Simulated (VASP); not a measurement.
# C (I4_1/amd) in VASP: a series of runs, part 2 of 2

VASP 6.6.1. Earlier steps stand in the parts before.

### Step 4. Single point, LDA

INCAR reads:

```
SYSTEM = C
PREC = Accurate
ENCUT = 520
EDIFF = 1E-6
ISMEAR = 0
SIGMA = 0.05
LREAL = .False.
LASPH = .True.
NELM = 100
ALGO = Normal
ISIF = 2
LWAVE = .False.
LCHARG = .False.
GGA = CA
NBANDS = 11
```

KPOINTS reads:

```
Automatic mesh
0
Gamma
  12 12 12
  0 0 0
```

POSCAR reads:

```
C
1.0
    0.0000000000      1.7194186413      1.8584730372
    1.7194186413      0.0000000000      1.8584730372
    1.7194186413      1.7194186413      0.0000000000
C
2
Direct
    0.5000000000      0.5000000000      0.5000000000
    0.7500000000      0.7500000000      0.7500000000
```

Potentials or basis: VASP PAW LDA potentials, release 64 (C).

The run is started by

```console
> cat potpaw_LDA.64/C/POTCAR > POTCAR
> mpirun -np 1 vasp_std > vasp.out
```

OUTCAR:

```text
SYSTEM = C
   PREC = Accurate
   ENCUT = 520
   EDIFF = 1E-6
   ISMEAR = 0
   LREAL = .False.
   LASPH = .True.
   NELM = 100
   ISIF = 2
   GGA = CA

 ion  position               nearest neighbor table
   1  0.500  0.500  0.500-   2 1.53   2 1.53   2 1.53   2 1.53
   2  0.750  0.750  0.750-   1 1.53   1 1.53   1 1.53   1 1.53

  LATTYP: Found a body centered tetragonal cell.
 ALAT       =     2.4316251619
 C/A-ratio  =     1.5285851342

  Lattice vectors:

 A1 = (  -1.7194186413,   0.0000000000,   1.8584730372)
 A2 = (   1.7194186413,   0.0000000000,   1.8584730372)
 A3 = (   0.0000000000,   1.7194186413,  -1.8584730372)

Analysis of symmetry for initial positions (statically):
=====================================================================
 Subroutine PRICEL returns:
 Original cell was already a primitive cell.

 Routine SETGRP: Setting up the symmetry group for a
 body centered tetragonal supercell.

 Subroutine GETGRP returns: Found 16 space group operations
 (whereof  8 operations were pure point group operations)
 out of a pool of 16 trial point group operations.

The static configuration has the point symmetry D_2d.
 The point group associated with its full space group is D_4h.

Analysis of symmetry for dynamics (positions and initial velocities):
=====================================================================
 Subroutine PRICEL returns:
 Original cell was already a primitive cell.

 Routine SETGRP: Setting up the symmetry group for a
 body centered tetragonal supercell.

 Subroutine GETGRP returns: Found 16 space group operations
 (whereof  8 operations were pure point group operations)
 out of a pool of 16 trial point group operations.

The dynamic configuration has the point symmetry D_2d.
 The point group associated with its full space group is D_4h.

 Subroutine INISYM returns: Found 16 space group operations
 (whereof  8 operations are pure point group operations),
 and found     1 'primitive' translations

----------------------------------------------------------------------------------------

                                     Primitive cell

  volume of cell :      10.9888

  direct lattice vectors                    reciprocal lattice vectors
     0.000000000  1.719418641  1.858473037    -0.290795963  0.290795963  0.269038070
     1.719418641  0.000000000  1.858473037     0.290795963 -0.290795963  0.269038070
     1.719418641  1.719418641  0.000000000     0.290795963  0.290795963 -0.269038070

  length of vectors
     2.531861468  2.531861468  2.431625162     0.491432669  0.491432669  0.491432669

  position of ions in fractional coordinates (direct lattice)
     0.500000000  0.500000000  0.500000000
     0.750000000  0.750000000  0.750000000

  ion indices of the primitive-cell ions
   primitive index   ion index
                 1           1
                 2           2

----------------------------------------------------------------------------------------

 KPOINTS: Automatic mesh

Automatic generation of k-mesh.
 Grid dimensions read from file:
 generate k-points for:   12   12   12

 Generating k-lattice:

  Cartesian coordinates                     Fractional coordinates (reciprocal lattice)
    -0.024232997  0.024232997  0.022419839     0.083333333  0.000000000  0.000000000
     0.024232997 -0.024232997  0.022419839     0.000000000  0.083333333  0.000000000
     0.024232997  0.024232997 -0.022419839     0.000000000  0.000000000  0.083333333

  Length of vectors
     0.040952722  0.040952722  0.040952722

  Shift w.r.t. Gamma in fractional coordinates (k-lattice)
     0.000000000  0.000000000  0.000000000

 Subroutine IBZKPT returns following result:
 ===========================================

 Found    163 irreducible k-points:

 Following reciprocal coordinates:
            Coordinates               Weight
  0.000000  0.000000  0.000000      1.000000
  0.083333 -0.000000  0.000000      8.000000
  0.166667 -0.000000  0.000000      8.000000
  0.250000 -0.000000  0.000000      8.000000
  0.333333  0.000000  0.000000      8.000000
  0.416667 -0.000000  0.000000      8.000000
[... 16 lines left out ...]
  0.500000  0.166667  0.000000      8.000000
 -0.416667  0.166667  0.000000      8.000000
 [... further k-points ...]
   k-points           NKPTS =    163   k-points in BZ     NKDIM =    163   number of bands    NBANDS=     11
   number of dos      NEDOS =    301   number of ions     NIONS =      2
   total plane-waves  NPLWV =   7200
   dimension x,y,z NGX =    20 NGY =   20 NGZ =   18
   dimension x,y,z NGXF=    40 NGYF=   40 NGZF=   36
   ions per type =               2
   NGX,Y,Z   is equivalent  to a cutoff of  13.13, 13.13, 12.31 a.u.
   NGXF,Y,Z  is equivalent  to a cutoff of  26.26, 26.26, 24.61 a.u.
 SYSTEM =  C
   PREC   = accura    normal or accurate (medium, high low for compatibility)
   ISTART =      0    job   : 0-new  1-cont  2-samecut
   ICHARG =      2    charge: 1-file 2-atom 10-const
   ISPIN  =      1    spin polarized calculation?
   LNONCOLLINEAR =      F non collinear calculations
   LSORBIT =      F    spin-orbit coupling
   LASPH  =      T    aspherical Exc in radial PAW
   ENCUT  =  520.0 eV  38.22 Ry    6.18 a.u.   4.71  4.71  4.52*2*pi/ulx,y,z
   NELM   =    100;   NELMIN=  2; NELMDL= -5     # of ELM steps
   EDIFF  = 0.1E-05   stopping-criterion for ELM
   LREAL  =      F    real-space projection
   EDIFFG = 0.1E-04   stopping-criterion for IOM
   NSW    =      0    number of steps for IOM
   IBRION =     -1    ionic relax: 0-MD 1-quasi-New 2-CG
   NFREE  =      0    steps in history (QN), initial steepest desc. (CG)
   ISIF   =      2    stress and relaxation
   ISYM   =      2    0-nonsym 1-usesym 2-fastsym
   POTIM  = 0.5000    time-step for ionic-motion
   TEBEG  =    0.0;   TEEND  =   0.0 temperature during run
   PSTRESS=    0.0 pullay stress
   NELECT =       8.0000    total number of electrons
   NUPDOWN=      -1.0000    fix difference up-down
   EMIN   =  10.00;   EMAX   =-10.00  energy-range for DOS
   EFERMI =   0.00;   METHOD = LEGACY
   ISMEAR =     0;   SIGMA  =   0.05  broadening in eV -4-tet -1-fermi 0-gaus
   EFERMI_NEDOS =   21; number of points for ismear=-14 and -15
   IALGO  =     38    algorithm
   IMIX   =      4    mixing-type and parameters
     AMIX     =   0.40;   BMIX     =  1.00
     AMIX_MAG =   1.60;   BMIX_MAG =  1.00
  volume/ion in A,a.u.               =       5.49        37.08
  Fermi-wavevector in a.u.,A,eV,Ry     =   1.472725  2.783047 29.509933  2.168919
  Thomas-Fermi vector in A             =   2.587705
   LORBIT       =      0    0 simple, 1 ext, 2 COOP (PROOUT), +10 PAW based schemes
   GGA     = CA    functional components
   LHFCALC =     F    Hartree Fock is set to
   AEXX    =    0.0000 exact exchange contribution
   IVDW    =     0    specifies the selected vdW correction
   LEPSILON=     F    determine dielectric tensor
   LRPA    =     F    only Hartree local field effects (RPA)
 non-spin polarized calculation
 Gauss-broadening in eV      SIGMA  =   0.05
  energy-cutoff  :      520.00
  volume of cell :       10.99
 maximum number of plane-waves:       318
   NGX =  9   NGY =  9   NGZ =  9

 number of electron       8.0000000 magnetization

 Free energy of the ion-electron system (eV)
  ---------------------------------------------------
  ext. energy  EPLUGINS =         0.00000000
  ---------------------------------------------------
  free energy    TOTEN  =       -20.10574615 eV

  energy without entropy =      -20.10574615  energy(sigma->0) =      -20.10574615

 E-fermi :  11.0008     XC(G=0): -13.6599

 val. band max:       10.6395971223   @ k =   0.0000   0.0000   0.0000
 cond. band min:      13.8512699925   @ k =   0.3333   0.0000   0.3333
 fundamental gap:      3.2116728702
 Fermi energy:        11.0008010812

 k-point     1 :       0.0000    0.0000    0.0000
  band No.  band energies     occupation
      1     -11.5431      2.00000
      2       9.3345      2.00000
      3      10.6396      2.00000
      4      10.6396      2.00000
      5      15.5762      0.00000
      6      15.5762      0.00000
      7      16.5330      0.00000
      8      24.3655      0.00000
      9      29.6984      0.00000
     10      34.4844      0.00000
     11      35.2795      0.00000
[... 309 lines left out ...]
 k-point    24 :      -0.4167    0.1667    0.0000
  band No.  band energies     occupation
      1      -5.0094      2.00000
      2      -2.7760      2.00000
      3       3.8145      2.00000
      4       7.3373      2.00000
      5      18.6110      0.00000
      6      20.6929      0.00000
      7      21.2747      0.00000
      8      25.9434      0.00000
      9      30.3075      0.00000
     10      34.7109      0.00000
     11      34.8164      0.00000

 [... further k-points ...]
[... 5 lines left out ...]
  --------------------------------------------------------------------------------------
  -------------------------------------------------------------------------------------
  Total        2.0240534      2.0240534     -3.4756295      0.0000000      0.0000000      0.0000000
  in kB      295.1093824    295.1093824   -506.7509123      0.0000000      0.0000000      0.0000000
  external PRESSURE =      27.8226175 kB  Pullay stress =       0.0000000 kB

 VOLUME and BASIS-vectors are now :
 -----------------------------------------------------------------------------
  energy-cutoff  :      520.00
  volume of cell :       10.99
      direct lattice vectors                 reciprocal lattice vectors
     0.000000000  1.719418641  1.858473037    -0.290795963  0.290795963  0.269038070
     1.719418641  0.000000000  1.858473037     0.290795963 -0.290795963  0.269038070
     1.719418641  1.719418641  0.000000000     0.290795963  0.290795963 -0.269038070

 POSITION                                       TOTAL-FORCE (eV/Angst)
 -----------------------------------------------------------------------------------
      1.71942      1.71942      1.85847         0.000000      0.000000      0.000000
      2.57913      2.57913      2.78771         0.000000      0.000000     -0.000000
 -----------------------------------------------------------------------------------
    total drift:                                0.000000     -0.000000      0.000000

  FREE ENERGIE OF THE ION-ELECTRON SYSTEM (eV)
  ---------------------------------------------------
  free  energy   TOTEN  =       -20.1057461479 eV

  energy  without entropy=      -20.1057461479  energy(sigma->0) =      -20.10574615
```

OSZICAR:

```text
N       E                     dE             d eps       ncg     rms          rms(c)
DAV:   1    -0.135437689807E+01   -0.13544E+01   -0.48617E+03  3776   0.706E+02
DAV:   2    -0.206304800103E+02   -0.19276E+02   -0.18716E+02  4757   0.128E+02
DAV:   3    -0.209673976064E+02   -0.33692E+00   -0.33628E+00  4173   0.130E+01
DAV:   4    -0.209679385477E+02   -0.54094E-03   -0.54093E-03  3858   0.665E-01
DAV:   5    -0.209679392907E+02   -0.74305E-06   -0.74305E-06  4103   0.223E-02    0.591E+00
DAV:   6    -0.203281469639E+02    0.63979E+00   -0.34124E-01  3715   0.408E+00    0.343E+00
DAV:   7    -0.201058501707E+02    0.22230E+00   -0.40390E-01  3903   0.445E+00    0.758E-01
DAV:   8    -0.201057602124E+02    0.89958E-04   -0.98031E-03  3838   0.821E-01    0.292E-02
DAV:   9    -0.201057445264E+02    0.15686E-04   -0.37632E-05  4105   0.477E-02    0.206E-02
DAV:  10    -0.201057462069E+02   -0.16806E-05   -0.21877E-06  3864   0.123E-02    0.483E-03
DAV:  11    -0.201057461479E+02    0.59015E-07   -0.87062E-08  1916   0.226E-03
   1 F= -.20105746E+02 E0= -.20105746E+02  d E =-.706526E-27
```

stdout:

```text
POSCAR found type information on POSCAR C
 POSCAR found :  1 types and       2 ions
 scaLAPACK will be used
 LDA part: xc-table for (Slater(with rela. corr.)+CA(PZ))
 , standard interpolation
 POSCAR, INCAR and KPOINTS ok, starting setup
 FFT: planning ... GRIDC
 FFT: planning ... GRID_SOFT
 FFT: planning ... GRID
 WAVECAR not read
 entering main loop
```

Wall time 29 s (1 thread of Intel Xeon 8259CL, shared host); peak memory 0.12 GiB.

Results:

| Item | Value |
| --- | --- |
| Free energy | -20.1057 eV |
| Pressure | 2.8 GPa |
| Band gap on the k mesh | 3.21 eV, indirect (least direct gap 4.94 eV) |

Stress tensor (GPa, compression positive):
```
 29.51   0.00   0.00
  0.00  29.51   0.00
  0.00   0.00 -50.68
```

Caveat: the cell differs from its parent crystal (strain +e along x and -e along y +0.0000, strain +e along z and -e/2 along x and y +0.0525).

### Step 5. Single point, LDA

INCAR reads:

```
PREC     = Accurate       # precision mode
ENCUT    = 520            # plane-wave cutoff, eV
EDIFF    = 1E-6           # SCF threshold, eV
ISMEAR   = 0              # smearing method
SIGMA    = 0.05           # smearing width, eV
LREAL    = False          # projectors in reciprocal space
LASPH    = True           # aspherical terms in the spheres
NELM     = 100            # most SCF steps
ALGO     = Normal         # electronic algorithm
ISIF     = 2              # what is computed and relaxed
LWAVE    = False          # write WAVECAR
LCHARG   = False          # write CHGCAR
NBANDS   = 11             # bands
```

KPOINTS reads:

```
regular mesh
0
Gamma
  12 12 12
```

POSCAR reads:

```
C
1.0
    0.0000000000      1.7812205950      1.7348691297
    1.7812205950      0.0000000000      1.7348691297
    1.7812205950      1.7812205950      0.0000000000
C
2
Direct
    0.5000000000      0.5000000000      0.5000000000
    0.7500000000      0.7500000000      0.7500000000
```

The run is started by

```console
> cat potpaw_LDA.64/C/POTCAR > POTCAR
> mpirun -np 1 vasp_std > vasp.out
```

It took 27 s on 1 thread of Intel Xeon 8259CL, shared host; peak memory 0.12 GiB.

Results (log left out):

| Quantity | Value |
| --- | --- |
| Free energy | -20.2303 eV |
| Pressure | 1.8 GPa |
| Band gap on the k mesh | 3.53 eV, indirect (least direct gap 5.15 eV) |

Stress tensor (GPa, compression positive):
```
-6.35  0.00  0.00
 0.00 -6.35  0.00
 0.00  0.00 18.14
```

Levels at points of the mesh, in eV from the valence-band top:
```tsv
k point	band 1	band 2	band 3	band 4	band 5	band 6	band 7	band 8	band 9
(0.00, 0.00, 0.00)	-21.98	-0.39	-0.39	0.00	5.15	5.48	5.48	13.98	19.15
(0.50, 0.00, 0.00)	-15.97	-13.95	-3.37	-2.89	8.13	8.13	9.40	15.43	21.68
(0.50, 0.50, 0.00)	-12.80	-12.80	-7.00	-7.00	4.09	4.09	16.91	16.91	23.49
(0.50, 0.00, 0.50)	-13.22	-13.22	-6.60	-6.60	4.73	4.73	16.74	16.74	23.07
```

Caveat: the cell differs from its parent crystal (strain +e along x and -e along y +0.0000, strain +e along z and -e/2 along x and y -0.0175). A k mesh can miss the band edges.

### Step 6. The runs side by side

| cell | gap on the mesh (eV) | pressure (GPa) |
| --- | --- | --- |
| a = 2.520, b = 2.520, c = 2.453 Å, angles 60.9, 60.9, 58.3°, 2 atoms | 3.53 | 2.2 |
| a = 2.508, b = 2.508, c = 2.475 Å, angles 60.4, 60.4, 59.1°, 2 atoms | 3.86 | 1.8 |
| a = 2.532, b = 2.532, c = 2.432 Å, angles 61.3, 61.3, 57.4°, 2 atoms | 3.21 | 2.8 |
| a = 2.486, b = 2.486, c = 2.519 Å, angles 59.6, 59.6, 60.9°, 2 atoms | 3.53 | 1.8 |

Alike in all rows: task single point; level LDA; potentials or basis VASP PAW LDA potentials, release 64 (C); no spin polarisation; k mesh 12 × 12 × 12; cutoff (eV) 520; smearing gaussian 0.05 eV.

Total energies depend on the potentials used, so only differences within one code and one set of settings carry meaning.
